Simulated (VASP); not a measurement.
# Ge2Sb2Se (P-6m2) in VASP: single point with PBE

Aim: the single point of Ge2Sb2Se with PBE.

Everything below comes from runs of VASP 6.6.1. Logs are shortened: lines on timing, memory, paths and dates and some standing lists are left out, and cuts for length are marked.

**1. The cell of the first run**

It takes space group P-6m2 (No. 187, hexagonal). Conventional cell: a = 4.449 Å, b = 4.449 Å, c = 8.388 Å, α = 90.00°, β = 90.00°, γ = 120.00°. Within 3.9 Å of Ge (site symmetry -6m2) lie 6 Sb at 2.96 Å. Within 3.4 Å of Ge (site symmetry -6m2) lie 3 Se at 2.57 Å. Within 3.9 Å of Sb (site symmetry 3m) lie 1 Sb at 2.93 Å and 6 Ge at 2.96 to 3.75 Å and 3 Se at 3.75 Å. Se (site symmetry -6m2) has 3 Ge at 2.57 Å within 3.4 Å.

**2. Single point, PBE**

POSCAR

```
Ge2Sb2Se
1.0
    4.4491209090      0.0000000000      0.0000000000
   -2.2245604545      3.8530517317      0.0000000000
    0.0000000000      0.0000000000      8.3880838975
Ge Sb Se
2 2 1
Direct
    0.3333333333      0.6666666667      0.5000000000
    0.6666666667      0.3333333333      0.0000000000
    0.0000000000      0.0000000000      0.3252614062
    0.0000000000      0.0000000000      0.6747385938
    0.3333333333      0.6666666667      0.0000000000
```

INCAR.step1

```
SYSTEM = Ge2Sb2Se
PREC     = Accurate       ! precision mode
ENCUT    = 520            ! plane-wave cutoff, eV
EDIFF    = 1E-6           ! SCF threshold, eV
ISMEAR   = 0              ! smearing method
SIGMA    = 0.1            ! smearing width, eV
LREAL    = .False.        ! projectors in reciprocal space
LASPH    = .True.         ! aspherical terms in the spheres
NELM     = 100            ! most SCF steps
ALGO     = Normal         ! electronic algorithm
ISIF     = 2              ! what is computed and relaxed
LWAVE    = .False.        ! write WAVECAR
LCHARG   = .True.         ! write CHGCAR
GGA      = PE             ! functional
NBANDS   = 30             ! bands
```

KPOINTS.step1

```
Automatic mesh
0
Gamma
  12 12 6
  0 0 0
```

INCAR.step2

```
SYSTEM = Ge2Sb2Se
PREC     = Accurate       ! precision mode
ENCUT    = 520            ! plane-wave cutoff, eV
EDIFF    = 1E-6           ! SCF threshold, eV
ISMEAR   = -5             ! smearing method
SIGMA    = 0.1            ! smearing width, eV
LREAL    = .False.        ! projectors in reciprocal space
LASPH    = .True.         ! aspherical terms in the spheres
NELM     = 100            ! most SCF steps
ALGO     = Normal         ! electronic algorithm
ISIF     = 2              ! what is computed and relaxed
LWAVE    = .False.        ! write WAVECAR
LCHARG   = .False.        ! write CHGCAR
GGA      = PE             ! functional
LORBIT   = 11             ! projections on sites
NEDOS    = 2001           ! points of the DOS
ICHARG   = 11             ! starting density
```

KPOINTS.step2

```
Automatic mesh
0
Gamma
  18 18 9
  0 0 0
```

Potentials or basis: VASP PAW PBE potentials, release 64 (Ge_d, Sb, Se).

Launch:

```
$ cat potpaw_PBE.64/Ge_d/POTCAR potpaw_PBE.64/Sb/POTCAR potpaw_PBE.64/Se/POTCAR > POTCAR
$ cp INCAR.step1 INCAR
$ cp KPOINTS.step1 KPOINTS
$ mpirun -np 1 vasp_std > vasp.out
$ cp INCAR.step2 INCAR
$ cp KPOINTS.step2 KPOINTS
$ mpirun -np 1 vasp_std > vasp.out
```

OUTCAR:

```text
SYSTEM = Ge2Sb2Se
   PREC = Accurate
   ENCUT = 520
   EDIFF = 1E-6
   ISMEAR = -5
   LREAL = .False.
   LASPH = .True.
   NELM = 100
   ISIF = 2
   GGA = PE
   LORBIT = 11
   ICHARG = 11

 ion  position               nearest neighbor table
   1  0.333  0.667  0.500-   3 2.96   4 2.96   3 2.96   4 2.96   3 2.96   4 2.96
   2  0.667  0.333  0.000-   5 2.57   5 2.57   5 2.57
   3  0.000  0.000  0.325-   4 2.93   1 2.96   1 2.96   1 2.96
   4  0.000  0.000  0.675-   3 2.93   1 2.96   1 2.96   1 2.96
   5  0.333  0.667  0.000-   2 2.57   2 2.57   2 2.57

  LATTYP: Found a hexagonal cell.
 ALAT       =     4.4491209090
 C/A-ratio  =     1.8853351188

  Lattice vectors:

 A1 = (   4.4491209090,   0.0000000000,   0.0000000000)
 A2 = (  -2.2245604545,   3.8530517317,   0.0000000000)
 A3 = (   0.0000000000,   0.0000000000,   8.3880838975)

Analysis of symmetry for initial positions (statically):
=====================================================================
 Subroutine PRICEL returns:
 Original cell was already a primitive cell.

 Routine SETGRP: Setting up the symmetry group for a
 hexagonal supercell.

 Subroutine GETGRP returns: Found 12 space group operations
 (whereof 12 operations were pure point group operations)
 out of a pool of 24 trial point group operations.

The static configuration has the point symmetry D_3h.

Analysis of symmetry for dynamics (positions and initial velocities):
=====================================================================
 Subroutine PRICEL returns:
 Original cell was already a primitive cell.

 Routine SETGRP: Setting up the symmetry group for a
 hexagonal supercell.

 Subroutine GETGRP returns: Found 12 space group operations
 (whereof 12 operations were pure point group operations)
 out of a pool of 24 trial point group operations.

The dynamic configuration has the point symmetry D_3h.

 Subroutine INISYM returns: Found 12 space group operations
 (whereof 12 operations are pure point group operations),
 and found     1 'primitive' translations

----------------------------------------------------------------------------------------

                                     Primitive cell

  volume of cell :     143.7943

  direct lattice vectors                    reciprocal lattice vectors
     4.449120909  0.000000000  0.000000000     0.224763503  0.129767269  0.000000000
    -2.224560455  3.853051732  0.000000000     0.000000000  0.259534538  0.000000000
     0.000000000  0.000000000  8.388083897     0.000000000  0.000000000  0.119216738

  length of vectors
     4.449120909  4.449120909  8.388083897     0.259534538  0.259534538  0.119216738

  position of ions in fractional coordinates (direct lattice)
     0.333333333  0.666666667  0.500000000
     0.666666667  0.333333333  0.000000000
     0.000000000  0.000000000  0.325261406
     0.000000000  0.000000000  0.674738594
     0.333333333  0.666666667  0.000000000

  ion indices of the primitive-cell ions
   primitive index   ion index
                 1           1
                 2           2
                 3           3
                 4           4
                 5           5

----------------------------------------------------------------------------------------

 KPOINTS: Automatic mesh

Automatic generation of k-mesh.
 Grid dimensions read from file:
 generate k-points for:   18   18    9

 Generating k-lattice:

  Cartesian coordinates                     Fractional coordinates (reciprocal lattice)
     0.012486861  0.007209293  0.000000000     0.055555556  0.000000000  0.000000000
     0.000000000  0.014418585  0.000000000     0.000000000  0.055555556  0.000000000
     0.000000000  0.000000000  0.013246304     0.000000000  0.000000000  0.111111111

  Length of vectors
     0.014418585  0.014418585  0.013246304

  Shift w.r.t. Gamma in fractional coordinates (k-lattice)
     0.000000000  0.000000000  0.000000000

 TETIRR: Found   2805 inequivalent tetrahedra from    17496

 Subroutine IBZKPT returns following result:
 ===========================================

 Found    185 irreducible k-points:

 Following reciprocal coordinates:
            Coordinates               Weight
  0.000000  0.000000  0.000000      1.000000
  0.055556 -0.000000  0.000000      6.000000
  0.111111 -0.000000  0.000000      6.000000
  0.166667 -0.000000  0.000000      6.000000
  0.222222 -0.000000  0.000000      6.000000
  0.277778 -0.000000  0.000000      6.000000
[... 16 lines left out ...]
  0.333333  0.111111  0.000000     12.000000
  0.388889  0.111111  0.000000     12.000000
 [... further k-points ...]
   k-points           NKPTS =    185   k-points in BZ     NKDIM =    185   number of bands    NBANDS=     26
   number of dos      NEDOS =   2001   number of ions     NIONS =      5
   total plane-waves  NPLWV =  82944
   dimension x,y,z NGX =    36 NGY =   36 NGZ =   64
   dimension x,y,z NGXF=    72 NGYF=   72 NGZF=  128
   ions per type =               2   2   1
   NGX,Y,Z   is equivalent  to a cutoff of  13.45, 13.45, 12.68 a.u.
   NGXF,Y,Z  is equivalent  to a cutoff of  26.90, 26.90, 25.37 a.u.
 SYSTEM =  Ge2Sb2Se
   PREC   = accura    normal or accurate (medium, high low for compatibility)
   ISTART =      0    job   : 0-new  1-cont  2-samecut
   ICHARG =     11    charge: 1-file 2-atom 10-const
   ISPIN  =      1    spin polarized calculation?
   LNONCOLLINEAR =      F non collinear calculations
   LSORBIT =      F    spin-orbit coupling
   LASPH  =      T    aspherical Exc in radial PAW
   ENCUT  =  520.0 eV  38.22 Ry    6.18 a.u.   8.27  8.27 15.60*2*pi/ulx,y,z
   NELM   =    100;   NELMIN=  2; NELMDL=  0     # of ELM steps
   EDIFF  = 0.1E-05   stopping-criterion for ELM
   LREAL  =      F    real-space projection
   EDIFFG = 0.1E-04   stopping-criterion for IOM
   NSW    =      0    number of steps for IOM
   IBRION =     -1    ionic relax: 0-MD 1-quasi-New 2-CG
   NFREE  =      0    steps in history (QN), initial steepest desc. (CG)
   ISIF   =      2    stress and relaxation
   ISYM   =      2    0-nonsym 1-usesym 2-fastsym
   POTIM  = 0.5000    time-step for ionic-motion
   TEBEG  =    0.0;   TEEND  =   0.0 temperature during run
   PSTRESS=    0.0 pullay stress
   NELECT =      44.0000    total number of electrons
   NUPDOWN=      -1.0000    fix difference up-down
   EMIN   =  10.00;   EMAX   =-10.00  energy-range for DOS
   EFERMI =   0.00;   METHOD = LEGACY
   ISMEAR =    -5;   SIGMA  =   0.10  broadening in eV -4-tet -1-fermi 0-gaus
   EFERMI_NEDOS =   21; number of points for ismear=-14 and -15
   IALGO  =     38    algorithm
   IMIX   =      4    mixing-type and parameters
     AMIX     =   0.40;   BMIX     =  1.00
     AMIX_MAG =   1.60;   BMIX_MAG =  1.00
  volume/ion in A,a.u.               =      28.76       194.07
  Fermi-wavevector in a.u.,A,eV,Ry     =   1.103177  2.084702 16.558277  1.216999
  Thomas-Fermi vector in A             =   2.239631
   LORBIT       =     11    0 simple, 1 ext, 2 COOP (PROOUT), +10 PAW based schemes
   GGA     = PE    functional components
   LHFCALC =     F    Hartree Fock is set to
   AEXX    =    0.0000 exact exchange contribution
   IVDW    =     0    specifies the selected vdW correction
   LEPSILON=     F    determine dielectric tensor
   LRPA    =     F    only Hartree local field effects (RPA)
 non-spin polarized calculation
 Fermi weights with tetrahedron method with Bloechl corrections
  energy-cutoff  :      520.00
  volume of cell :      143.79
 maximum number of plane-waves:      3895
 NGX is ok and might be reduce to    36

 number of electron      44.0000007 magnetization

 Free energy of the ion-electron system (eV)
  ---------------------------------------------------
  ext. energy  EPLUGINS =         0.00000000
  ---------------------------------------------------
  free energy    TOTEN  =       -19.32156875 eV

  energy without entropy =      -19.32156875  energy(sigma->0) =      -19.32156875

 E-fermi :   4.7194     XC(G=0):  -9.2993

 val. band max:        4.7538881256   @ k =   0.1667   0.1667   0.3333
 cond. band min:       4.6742365578   @ k =   0.3333   0.0556   0.1111
 fundamental gap:     -0.0796515677
 Fermi energy:         4.7193618974

 k-point     1 :       0.0000    0.0000    0.0000
  band No.  band energies     occupation
      1     -20.2328      2.00000
      2     -20.2155      2.00000
      3     -20.2155      2.00000
      4     -20.2149      2.00000
      5     -20.2149      2.00000
      6     -19.8214      2.00000
[... 18 lines left out ...]
     25       5.9502      0.00000
     26       5.9502      0.00000

 k-point     2 :       0.0556   -0.0000    0.0000
  band No.  band energies     occupation
      1     -20.2327      2.00000
      2     -20.2155      2.00000
      3     -20.2155      2.00000
      4     -20.2149      2.00000
      5     -20.2148      2.00000
      6     -19.8214      2.00000
[... 18 lines left out ...]
     25       5.9947      0.00000
     26       6.0282      0.00000

 k-point     3 :       0.1111   -0.0000    0.0000
  band No.  band energies     occupation
      1     -20.2325      2.00000
      2     -20.2156      2.00000
      3     -20.2155      2.00000
      4     -20.2151      2.00000
      5     -20.2145      2.00000
      6     -19.8215      2.00000
[... 18 lines left out ...]
     25       6.1239      0.00000
     26       6.2571      0.00000

 k-point     4 :       0.1667   -0.0000    0.0000
  band No.  band energies     occupation
      1     -20.2321      2.00000
      2     -20.2157      2.00000
      3     -20.2155      2.00000
      4     -20.2153      2.00000
      5     -20.2141      2.00000
      6     -19.8216      2.00000
[... 18 lines left out ...]
     25       6.1665      0.00000
     26       6.6190      0.00000
[... 496 lines left out ...]
      1     -20.2305      2.00000
      2     -20.2161      2.00000
      3     -20.2161      2.00000
      4     -20.2156      2.00000
      5     -20.2125      2.00000
      6     -19.8219      2.00000
[... 18 lines left out ...]
     25       7.1178      0.00000
     26       7.3327      0.00000

 k-point    23 :       0.3333    0.1111    0.0000
  band No.  band energies     occupation
      1     -20.2301      2.00000
      2     -20.2163      2.00000
      3     -20.2162      2.00000
      4     -20.2157      2.00000
      5     -20.2122      2.00000
      6     -19.8220      2.00000
[... 18 lines left out ...]
     25       7.0834      0.00000
     26       7.5150      0.00000

 k-point    24 :       0.3889    0.1111    0.0000
  band No.  band energies     occupation
      1     -20.2299      2.00000
      2     -20.2164      2.00000
      3     -20.2163      2.00000
      4     -20.2157      2.00000
      5     -20.2119      2.00000
      6     -19.8220      2.00000
[... 18 lines left out ...]
     25       6.9336      0.00000
     26       7.4977      0.00000

 [... further k-points ...]

------------------------ aborting loop because EDIFF is reached ----------------------------------------

  FORCE on cell =-STRESS in cart. coord.  units (eV):
  Direction    XX          YY          ZZ          XY          YZ          ZX
  --------------------------------------------------------------------------------------
  -------------------------------------------------------------------------------------
  Total        0.4765727      0.4765727      0.6378587      0.0000000      0.0000000      0.0000000
  in kB        5.3100414      5.3100414      7.1071135      0.0000000      0.0000000      0.0000000
  external PRESSURE =       5.9090654 kB  Pullay stress =       0.0000000 kB

 VOLUME and BASIS-vectors are now :
 -----------------------------------------------------------------------------
  energy-cutoff  :      520.00
  volume of cell :      143.79
      direct lattice vectors                 reciprocal lattice vectors
     4.449120909  0.000000000  0.000000000     0.224763503  0.129767269  0.000000000
    -2.224560455  3.853051732  0.000000000     0.000000000  0.259534538  0.000000000
     0.000000000  0.000000000  8.388083897     0.000000000  0.000000000  0.119216738

 POSITION                                       TOTAL-FORCE (eV/Angst)
 -----------------------------------------------------------------------------------
     -0.00000      2.56870      4.19404         0.000000      0.000000      0.000000
      2.22456      1.28435      0.00000         0.000000     -0.000000      0.000000
      0.00000      0.00000      2.72832        -0.000000      0.000000     -0.061221
      0.00000      0.00000      5.65976        -0.000000      0.000000      0.061221
     -0.00000      2.56870      0.00000        -0.000000      0.000000      0.000000
 -----------------------------------------------------------------------------------
    total drift:                                0.000061     -0.000035      0.000000

  FREE ENERGIE OF THE ION-ELECTRON SYSTEM (eV)
  ---------------------------------------------------
  free  energy   TOTEN  =       -19.3215687519 eV

  energy  without entropy=      -19.3215687519  energy(sigma->0) =      -19.32156875

 total charge

# of ion       s       p       d       tot
------------------------------------------
    1        1.258   0.923   9.999  12.180
    2        1.318   0.807  10.019  12.144
    3        1.244   1.057   0.029   2.331
    4        1.244   1.057   0.029   2.331
    5        1.506   2.267   0.039   3.812
--------------------------------------------------
tot          6.571   6.111  20.116  32.798
```

Run time: 6.2 min. Hardware: 1 thread of Intel Xeon 6975P-C (Granite Rapids), shared host; peak memory 0.77 GiB.

What came out:

* Valence electrons inside the program's atomic spheres: Ge 12.18, 12.14; Sb 2.33; Se 3.81

Levels at points of the mesh, in eV from the Fermi level:
```csv
k point,band 18,band 19,band 20,band 21,band 22,band 23,band 24,band 25,band 26
"(0.00, 0.00, 0.00)",-3.06,-1.70,-1.70,-1.60,0.78,0.97,0.97,1.23,1.23
"(0.50, 0.00, 0.00)",-3.33,-2.67,-1.28,-0.96,-0.49,0.11,0.14,1.96,2.73
```

Caveat: spin-orbit coupling is left out, which moves the levels of the heavy elements.
